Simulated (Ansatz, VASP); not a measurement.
# Two plane-wave programs on Be2ZnO3

Contents of INCAR:

```
PREC     = Accurate       # precision mode
ENCUT    = 600            # plane-wave cutoff, eV
EDIFF    = 1E-7           # SCF threshold, eV
ISMEAR   = 0              # smearing method
SIGMA    = 0.1            # smearing width, eV
LREAL    = False          # projectors in reciprocal space
LASPH    = True           # aspherical terms in the spheres
NELM     = 60             # most SCF steps
ALGO     = Normal         # electronic algorithm
ISIF     = 3              # what is computed and relaxed
LWAVE    = False          # write WAVECAR
LCHARG   = False          # write CHGCAR
GGA      = PE             # functional
IBRION   = 2              # ionic algorithm
NSW      = 80             # ionic steps
EDIFFG   = -0.025         # ionic threshold
```

Contents of KPOINTS:

```
Automatic mesh
0
Gamma
  4 4 4
```

The input POSCAR:

```
Be2ZnO3
1.0
    1.4986534320     -0.0610260702     -4.7017436908
    5.0560519858     -0.0026222376      0.0481559341
    2.5303767509     -4.3845351637     -0.0320927175
Be Zn O
4 2 6
Direct
    0.9445409145      0.4299848344      0.1618151631
   -0.0098964452      0.7463688645      0.5106760445
    0.5417248070      0.5927390594      0.8486837932
    0.4812571359      0.2379744363      0.5082115787
    1.0082451225      0.1093731941      0.8039067003
    0.5115477883      0.9150249734      0.1619196277
    0.8368446560      0.4921556726      0.8367148810
    0.9279900089      0.7634996966      0.2187447081
    0.8593869410      0.1117125773      0.4661265366
    0.4020613382      0.3502586117      0.1295722644
    0.4027400911      0.9347837364      0.7938356286
    0.3435576420      0.5661243431      0.5597930738
```

Input for Ansatz:

```yaml
crystal:
  lattice:
    - [1.498653432, -0.0610260702, -4.7017436908]
    - [5.0560519858, -0.0026222376, 0.0481559341]
    - [2.5303767509, -4.3845351637, -0.0320927175]
  atoms:
    - { symbol: Be, position: [0.9445409145, 0.4299848344, 0.1618151631] }
    - { symbol: Be, position: [-0.0098964452, 0.7463688645, 0.5106760445] }
    - { symbol: Be, position: [0.541724807, 0.5927390594, 0.8486837932] }
    - { symbol: Be, position: [0.4812571359, 0.2379744363, 0.5082115787] }
    - { symbol: Zn, position: [1.0082451225, 0.1093731941, 0.8039067003] }
    - { symbol: Zn, position: [0.5115477883, 0.9150249734, 0.1619196277] }
    - { symbol: O, position: [0.836844656, 0.4921556726, 0.836714881] }
    - { symbol: O, position: [0.9279900089, 0.7634996966, 0.2187447081] }
    - { symbol: O, position: [0.859386941, 0.1117125773, 0.4661265366] }
    - { symbol: O, position: [0.4020613382, 0.3502586117, 0.1295722644] }
    - { symbol: O, position: [0.4027400911, 0.9347837364, 0.7938356286] }
    - { symbol: O, position: [0.343557642, 0.5661243431, 0.5597930738] }
basis:
  ecutwfc: 420
kpoints:
  mp_grid: { grid: [4, 4, 4] }
hamiltonian:
  xc: pbe
scf:
  occupations: { method: gaussian, width: 0.1 }
  lower_state_search: "off"
output:
  forces: true
  stress: true
  eigenvalues: true
relax:
  adjacent_minimum: "off"
  f_tol: 0.025
  max_steps: 60
  cell: { stress_tol: 0.25 }
```

Change from the starting cell: cell x1, atoms moved at random (sigma 0.1 Å) and cell strained at random (1.5 %), then relaxed without symmetry.

Alike in both runs: task relaxation of cell and atoms; functional PBE; k mesh 4 × 4 × 4; occupations gaussian, width 0.1 eV; no spin polarisation.

```csv
,VASP,Ansatz
version,VASP 6.6.1,Ansatz 0.2.0
potentials or method,"VASP PAW PBE potentials, release 64 (Be, Zn, O), cutoff 600 eV","scalar-relativistic, plane waves, PAW"
valence electrons in the cell,68,68
```

|  | VASP | Ansatz | Ansatz less VASP |
| --- | --- | --- | --- |
| gap on the k mesh at the Fermi level, each at its own relaxed structure (eV) | 3.53 | 3.55 | +0.021 |
| relaxed volume (Å³/atom) | 8.51 | 8.49 | -0.013 |
| relaxed cell length with the largest relative difference (Å) | 5.032 | 5.027 | -0.0054 |
